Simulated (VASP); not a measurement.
# Mg (P6_3/mmc) in VASP: a series of runs

Runs on Mg. Level: PBEsol. Tasks: single point, relaxation of cell and atoms.

All numbers are computed with VASP 6.6.1; they aren't measurements. Logs are shortened: lines on timing, memory, paths and dates and some standing lists are left out, and cuts for length are marked.

## Step 1: The cell of the first run

The structure is hexagonal, space group P6_3/mmc (No. 194). Conventional cell: a = 2.892 Å, b = 2.892 Å, c = 4.675 Å, α = 90.00°, β = 90.00°, γ = 120.00°. Within 3.8 Å of Mg (site symmetry -6m2) lie 12 Mg at 2.87 to 2.89 Å.

## Step 2: Single point, PBEsol

INCAR

```
SYSTEM = Mg
PREC     = Accurate       ! precision mode
ENCUT    = 520            ! plane-wave cutoff, eV
EDIFF    = 1E-6           ! SCF threshold, eV
ISMEAR   = -1             ! smearing method
SIGMA    = 0.1            ! smearing width, eV
LREAL    = .False.        ! projectors in reciprocal space
LASPH    = .True.         ! aspherical terms in the spheres
NELM     = 80             ! most SCF steps
ALGO     = Normal         ! electronic algorithm
ISIF     = 2              ! what is computed and relaxed
LWAVE    = .False.        ! write WAVECAR
LCHARG   = .False.        ! write CHGCAR
GGA      = PS             ! functional
NBANDS   = 9              ! bands
```

KPOINTS

```
Automatic mesh
0
Gamma
  18 18 10
  0 0 0
```

POSCAR

```
Mg
1.0
    2.8917465766      0.0000000000      0.0000000000
   -1.4458732883      2.5043259966      0.0000000000
    0.0000000000      0.0000000000      4.6753946079
Mg
2
Direct
    0.3333333333      0.6666666667      0.2500000000
    0.6666666667      0.3333333333      0.7500000000
```

Potentials or basis: VASP PAW PBE potentials, release 64 (Mg).

Command:

```sh
> cat potpaw_PBE.64/Mg/POTCAR > POTCAR
> mpirun -np 1 vasp_std > vasp.out
```

OUTCAR:

```text
SYSTEM = Mg
   PREC = Accurate
   ENCUT = 520
   EDIFF = 1E-6
   ISMEAR = -1
   LREAL = .False.
   LASPH = .True.
   NELM = 80
   ISIF = 2
   GGA = PS

 ion  position               nearest neighbor table
   1  0.333  0.667  0.250-   2 2.87   2 2.87   2 2.87   2 2.87   2 2.87   2 2.87
   2  0.667  0.333  0.750-   1 2.87   1 2.87   1 2.87   1 2.87   1 2.87   1 2.87

  LATTYP: Found a hexagonal cell.
 ALAT       =     2.8917465766
 C/A-ratio  =     1.6168064815

  Lattice vectors:

 A1 = (   2.8917465766,   0.0000000000,   0.0000000000)
 A2 = (  -1.4458732883,   2.5043259966,   0.0000000000)
 A3 = (   0.0000000000,   0.0000000000,   4.6753946079)

Analysis of symmetry for initial positions (statically):
=====================================================================
 Subroutine PRICEL returns:
 Original cell was already a primitive cell.

 Routine SETGRP: Setting up the symmetry group for a
 hexagonal supercell.

 Subroutine GETGRP returns: Found 24 space group operations
 (whereof 12 operations were pure point group operations)
 out of a pool of 24 trial point group operations.

The static configuration has the point symmetry D_3d.
 The point group associated with its full space group is D_6h.

Analysis of symmetry for dynamics (positions and initial velocities):
=====================================================================
 Subroutine PRICEL returns:
 Original cell was already a primitive cell.

 Routine SETGRP: Setting up the symmetry group for a
 hexagonal supercell.

 Subroutine GETGRP returns: Found 24 space group operations
 (whereof 12 operations were pure point group operations)
 out of a pool of 24 trial point group operations.

The dynamic configuration has the point symmetry D_3d.
 The point group associated with its full space group is D_6h.

 Subroutine INISYM returns: Found 24 space group operations
 (whereof 12 operations are pure point group operations),
 and found     1 'primitive' translations

----------------------------------------------------------------------------------------

                                     Primitive cell

  volume of cell :      33.8586

  direct lattice vectors                    reciprocal lattice vectors
     2.891746577  0.000000000  0.000000000     0.345811769  0.199654518  0.000000000
    -1.445873288  2.504325997  0.000000000     0.000000000  0.399309036  0.000000000
     0.000000000  0.000000000  4.675394608     0.000000000  0.000000000  0.213885690

  length of vectors
     2.891746577  2.891746577  4.675394608     0.399309036  0.399309036  0.213885690

  position of ions in fractional coordinates (direct lattice)
     0.333333333  0.666666667  0.250000000
     0.666666667  0.333333333  0.750000000

  ion indices of the primitive-cell ions
   primitive index   ion index
                 1           1
                 2           2

----------------------------------------------------------------------------------------

 KPOINTS: Automatic mesh

Automatic generation of k-mesh.
 Grid dimensions read from file:
 generate k-points for:   18   18   10

 Generating k-lattice:

  Cartesian coordinates                     Fractional coordinates (reciprocal lattice)
     0.019211765  0.011091918  0.000000000     0.055555556  0.000000000  0.000000000
     0.000000000  0.022183835  0.000000000     0.000000000  0.055555556  0.000000000
     0.000000000  0.000000000  0.021388569     0.000000000  0.000000000  0.100000000

  Length of vectors
     0.022183835  0.022183835  0.021388569

  Shift w.r.t. Gamma in fractional coordinates (k-lattice)
     0.000000000  0.000000000  0.000000000

 Subroutine IBZKPT returns following result:
 ===========================================

 Found    222 irreducible k-points:

 Following reciprocal coordinates:
            Coordinates               Weight
  0.000000  0.000000  0.000000      1.000000
  0.055556 -0.000000  0.000000      6.000000
  0.111111 -0.000000  0.000000      6.000000
  0.166667  0.000000  0.000000      6.000000
  0.222222  0.000000  0.000000      6.000000
  0.277778 -0.000000  0.000000      6.000000
[... 16 lines left out ...]
  0.333333  0.111111  0.000000     12.000000
  0.388889  0.111111  0.000000     12.000000
 [... further k-points ...]
   k-points           NKPTS =    222   k-points in BZ     NKDIM =    222   number of bands    NBANDS=      9
   number of dos      NEDOS =    301   number of ions     NIONS =      2
   total plane-waves  NPLWV =  20736
   dimension x,y,z NGX =    24 NGY =   24 NGZ =   36
   dimension x,y,z NGXF=    48 NGYF=   48 NGZF=   72
   ions per type =               2
   NGX,Y,Z   is equivalent  to a cutoff of  13.80, 13.80, 12.80 a.u.
   NGXF,Y,Z  is equivalent  to a cutoff of  27.60, 27.60, 25.60 a.u.
 SYSTEM =  Mg
   PREC   = accura    normal or accurate (medium, high low for compatibility)
   ISTART =      0    job   : 0-new  1-cont  2-samecut
   ICHARG =      2    charge: 1-file 2-atom 10-const
   ISPIN  =      1    spin polarized calculation?
   LNONCOLLINEAR =      F non collinear calculations
   LSORBIT =      F    spin-orbit coupling
   LASPH  =      T    aspherical Exc in radial PAW
   ENCUT  =  520.0 eV  38.22 Ry    6.18 a.u.   5.38  5.38  8.69*2*pi/ulx,y,z
   NELM   =     80;   NELMIN=  2; NELMDL= -5     # of ELM steps
   EDIFF  = 0.1E-05   stopping-criterion for ELM
   LREAL  =      F    real-space projection
   EDIFFG = 0.1E-04   stopping-criterion for IOM
   NSW    =      0    number of steps for IOM
   IBRION =     -1    ionic relax: 0-MD 1-quasi-New 2-CG
   NFREE  =      0    steps in history (QN), initial steepest desc. (CG)
   ISIF   =      2    stress and relaxation
   ISYM   =      2    0-nonsym 1-usesym 2-fastsym
   POTIM  = 0.5000    time-step for ionic-motion
   TEBEG  =    0.0;   TEEND  =   0.0 temperature during run
   PSTRESS=    0.0 pullay stress
   NELECT =       4.0000    total number of electrons
   NUPDOWN=      -1.0000    fix difference up-down
   EMIN   =  10.00;   EMAX   =-10.00  energy-range for DOS
   EFERMI =   0.00;   METHOD = LEGACY
   ISMEAR =    -1;   SIGMA  =   0.10  broadening in eV -4-tet -1-fermi 0-gaus
   EFERMI_NEDOS =   21; number of points for ismear=-14 and -15
   IALGO  =     38    algorithm
   IMIX   =      4    mixing-type and parameters
     AMIX     =   0.40;   BMIX     =  1.00
     AMIX_MAG =   1.60;   BMIX_MAG =  1.00
  volume/ion in A,a.u.               =      16.93       114.24
  Fermi-wavevector in a.u.,A,eV,Ry     =   0.803289  1.517996  8.779471  0.645273
  Thomas-Fermi vector in A             =   1.911128
   LORBIT       =      0    0 simple, 1 ext, 2 COOP (PROOUT), +10 PAW based schemes
   GGA     = PS    functional components
   LHFCALC =     F    Hartree Fock is set to
   AEXX    =    0.0000 exact exchange contribution
   IVDW    =     0    specifies the selected vdW correction
   LEPSILON=     F    determine dielectric tensor
   LRPA    =     F    only Hartree local field effects (RPA)
 non-spin polarized calculation
  energy-cutoff  :      520.00
  volume of cell :       33.86
 maximum number of plane-waves:       942
 NGX is ok and might be reduce to    24
   NGX = 11   NGY = 11   NGZ = 17

 number of electron       4.0000000 magnetization

 Free energy of the ion-electron system (eV)
  ---------------------------------------------------
  ext. energy  EPLUGINS =         0.00000000
  ---------------------------------------------------
  free energy    TOTEN  =        -2.94165598 eV

  energy without entropy =       -2.92107163  energy(sigma->0) =       -2.93136380

 E-fermi :   4.3855     XC(G=0):  -9.5484

 val. band max:        4.3751198196   @ k =   0.3333   0.1111   0.1000
 cond. band min:       4.3932374293   @ k =   0.4444   0.0000   0.4000
 fundamental gap:      0.0181176097
 Fermi energy:         4.3854650886

 k-point     1 :       0.0000    0.0000    0.0000
  band No.  band energies     occupation
      1      -3.9588      2.00000
      2       2.2223      2.00000
      3       3.1970      1.99999
      4      17.1232      0.00000
      5      17.1232      0.00000
      6      17.9109      0.00000
      7      17.9109      0.00000
      8      18.1161      0.00000
      9      20.8144      0.00000

 k-point     2 :       0.0556   -0.0000    0.0000
  band No.  band energies     occupation
      1      -3.8844      2.00000
      2       2.2871      2.00000
      3       3.2671      1.99997
      4      15.6489      0.00000
      5      16.5088      0.00000
      6      17.3983      0.00000
      7      18.5908      0.00000
      8      18.9627      0.00000
      9      20.9475      0.00000

 k-point     3 :       0.1111   -0.0000    0.0000
  band No.  band energies     occupation
      1      -3.6615      2.00000
      2       2.4816      2.00000
      3       3.4751      1.99978
      4      13.6781      0.00000
      5      15.7101      0.00000
      6      16.3594      0.00000
      7      19.0582      0.00000
      8      19.4107      0.00000
      9      19.5267      0.00000

 k-point     4 :       0.1667    0.0000    0.0000
  band No.  band energies     occupation
      1      -3.2917      2.00000
      2       2.8062      2.00000
      3       3.8138      1.99344
      4      11.7366      0.00000
      5      14.9943      0.00000
      6      15.2474      0.00000
      7      17.0910      0.00000
      8      19.1725      0.00000
      9      19.8314      0.00000

 k-point     5 :       0.2222    0.0000    0.0000
  band No.  band energies     occupation
      1      -2.7772      2.00000
      2       3.2616      1.99997
      3       4.2656      1.53673
      4       9.8994      0.00000
      5      14.1394      0.00000
      6      14.3831      0.00000
      7      15.1898      0.00000
      8      18.3384      0.00000
      9      19.0731      0.00000

 k-point     6 :       0.2778   -0.0000    0.0000
  band No.  band energies     occupation
      1      -2.1215      2.00000
      2       3.8488      1.99071
      3       4.7771      0.03905
      4       8.2321      0.00000
      5      13.0420      0.00000
      6      13.3978      0.00000
      7      13.8819      0.00000
      8      17.3918      0.00000
      9      18.4422      0.00000
[... 169 lines left out ...]
 k-point    21 :       0.2222    0.1111    0.0000
  band No.  band energies     occupation
      1      -1.9043      2.00000
      2       4.0450      1.93572
      3       4.9534      0.00681
      4       8.3307      0.00000
      5      10.7430      0.00000
      6      13.5847      0.00000
      7      15.1725      0.00000
      8      16.0127      0.00000
      9      17.9802      0.00000

 k-point    22 :       0.2778    0.1111    0.0000
  band No.  band energies     occupation
      1      -1.1140      2.00000
      2       4.7657      0.04367
      3       5.2472      0.00036
      4       7.1007      0.00000
      5      10.1733      0.00000
      6      11.9277      0.00000
      7      13.9865      0.00000
      8      15.5245      0.00000
      9      17.6877      0.00000

 k-point    23 :       0.3333    0.1111    0.0000
  band No.  band energies     occupation
      1      -0.1928      2.00000
      2       4.5305      0.38000
      3       5.6204      0.00001
      4       7.0510      0.00000
      5       9.6786      0.00000
      6      10.3965      0.00000
      7      12.9524      0.00000
      8      15.1791      0.00000
      9      17.4524      0.00000

 k-point    24 :       0.3889    0.1111    0.0000
  band No.  band energies     occupation
      1       0.8504      2.00000
      2       3.2828      1.99997
      3       6.6101      0.00000
      4       7.6496      0.00000
      5       8.9986      0.00000
      6       9.1963      0.00000
      7      12.2111      0.00000
      8      14.9726      0.00000
      9      17.3033      0.00000

 [... further k-points ...]
[... 5 lines left out ...]
  --------------------------------------------------------------------------------------
  -------------------------------------------------------------------------------------
  Total        3.9853252      3.9853252      3.9848651      0.0000000      0.0000000      0.0000000
  in kB      188.5840598    188.5840598    188.5622887      0.0000000      0.0000000      0.0000000
  external PRESSURE =     188.5768027 kB  Pullay stress =       0.0000000 kB

 VOLUME and BASIS-vectors are now :
 -----------------------------------------------------------------------------
  energy-cutoff  :      520.00
  volume of cell :       33.86
      direct lattice vectors                 reciprocal lattice vectors
     2.891746577  0.000000000  0.000000000     0.345811769  0.199654518  0.000000000
    -1.445873288  2.504325997  0.000000000     0.000000000  0.399309036  0.000000000
     0.000000000  0.000000000  4.675394608     0.000000000  0.000000000  0.213885690

 POSITION                                       TOTAL-FORCE (eV/Angst)
 -----------------------------------------------------------------------------------
     -0.00000      1.66955      1.16885        -0.000000      0.000000      0.000000
      1.44587      0.83478      3.50655         0.000000     -0.000000      0.000000
 -----------------------------------------------------------------------------------
    total drift:                               -0.000000      0.000000     -0.000000

  FREE ENERGIE OF THE ION-ELECTRON SYSTEM (eV)
  ---------------------------------------------------
  free  energy   TOTEN  =        -2.9416559781 eV

  energy  without entropy=       -2.9210716307  energy(sigma->0) =       -2.93136380
```

It took 20 s on 1 thread of Intel Xeon Platinum 8488C (Sapphire Rapids), shared host; peak memory 0.19 GiB.

Results:

```
Free energy            : -2.9417 eV
Pressure               : 18.9 GPa
Band gap on the k mesh : zero (band 2 reaches 5.36 eV, above the bottom of band 3 at 3.20 eV)
```

Levels at points of the mesh, in eV from the Fermi level:
```
           k point  band 1  band 2  band 3  band 4  band 5
(0.00, 0.00, 0.00)   -8.34   -2.16   -1.19   12.74   12.74
(0.50, 0.00, 0.00)   -2.71   -2.42    3.12    3.19    4.29
(0.00, 0.00, 0.50)   -6.63   -6.63    6.08    6.08   13.52
(0.50, 0.00, 0.50)   -1.44   -1.44   -0.38   -0.38    9.08
```

Caveat: the PAW data sets were made with another functional, which shifts forces and pressure a little.

## Step 3: Relaxation of cell and atoms, PBEsol, target pressure 18.6 GPa, at which the enthalpy is minimised

INCAR

```
SYSTEM = Mg
  PREC = Accurate
  ENCUT = 600
  EDIFF = 1E-6
  ISMEAR = -1
  SIGMA = 0.1
  LREAL = .False.
  LASPH = .True.
  NELM = 60
  ALGO = Normal
  ISIF = 3
  LWAVE = .False.
  LCHARG = .False.
  GGA = PS
  IBRION = 2
  NSW = 80
  EDIFFG = -0.002
  PSTRESS = 186.0
```

KPOINTS

```
regular mesh
0
Gamma
  18 18 10
  0 0 0
```

POSCAR

```
Mg
1.0
    2.8850910214      0.0000000000      0.0000000000
   -1.4425455107      2.4985621167      0.0000000000
    0.0000000000      0.0000000000      4.6993225069
Mg
2
Direct
    0.3333333333      0.6666666667      0.2500000000
    0.6666666667      0.3333333333      0.7500000000
```

Potentials or basis: VASP PAW PBE potentials, release 64 (Mg).

Command:

```sh
> cat potpaw_PBE.64/Mg/POTCAR > POTCAR
> mpirun -np 1 vasp_std > vasp.out
```

It took 35 s on 1 thread of Intel Xeon Platinum 8488C (Sapphire Rapids), shared host; peak memory 0.2 GiB.

The run converged. Its results:

```yaml
Free_energy: -2.9520 eV
Relaxed_volume: 16.97 Å³/atom
Relaxed_cell: a = 2.894 Å, b = 2.894 Å, c = 4.679 Å, α = 90.00°, β = 90.00°, γ = 120.00°
Space_group_after_relaxing_to_0.05_Å: P6_3/mmc (No. 194)
Energy_change_on_relaxing_the_enthalpy_is_what_falls: -4.2 meV/atom
Ionic_steps: 5
Pressure_after_relaxing: 18.6 GPa
Band_gap_on_the_k_mesh: zero (band 2 reaches 5.34 eV, above the bottom of band 3 at 3.18 eV)
```

Step by step:
```
step  energy change (eV)  largest force (eV/Å)  pressure (GPa)  volume (Å³)
   1              0.0000                0.0000           18.81        33.88
   2             -0.0132                0.0000           18.48        33.99
   3             -0.0162                0.0000           18.40        34.01
   4             -0.0067                0.0000           18.65        33.93
   5             -0.0084                0.0000           18.60        33.94
```

Final structure:
```cif
data_structure
_symmetry_space_group_name_H-M 'P 1'
_symmetry_Int_Tables_number 1
_cell_length_a 2.8942
_cell_length_b 2.8942
_cell_length_c 4.6793
_cell_angle_alpha 90.000
_cell_angle_beta 90.000
_cell_angle_gamma 120.000
_cell_volume 33.94
loop_
_atom_site_label
_atom_site_type_symbol
_atom_site_fract_x
_atom_site_fract_y
_atom_site_fract_z
_atom_site_occupancy
Mg1 Mg 0.33333 0.66667 0.25000 1
Mg2 Mg 0.66667 0.33333 0.75000 1
```

Levels at points of the mesh, in eV from the Fermi level:
| k point | band 1 | band 2 | band 3 | band 4 | band 5 | band 6 |
| --- | --- | --- | --- | --- | --- | --- |
| (0.00, 0.00, 0.00) | -8.33 | -2.16 | -1.19 | 12.72 | 12.72 | 13.50 |
| (0.50, 0.00, 0.00) | -2.71 | -2.42 | 3.12 | 3.18 | 4.29 | 4.42 |
| (0.00, 0.00, 0.50) | -6.62 | -6.62 | 6.07 | 6.07 | 13.50 | 13.50 |
| (0.50, 0.00, 0.50) | -1.44 | -1.44 | -0.38 | -0.38 | 9.07 | 9.07 |

Caveat: the cell is relaxed towards a set pressure, so the enthalpy falls and the energy may rise; the PAW data sets were made with another functional, which shifts forces and pressure a little.

[end of part 1 of 2]
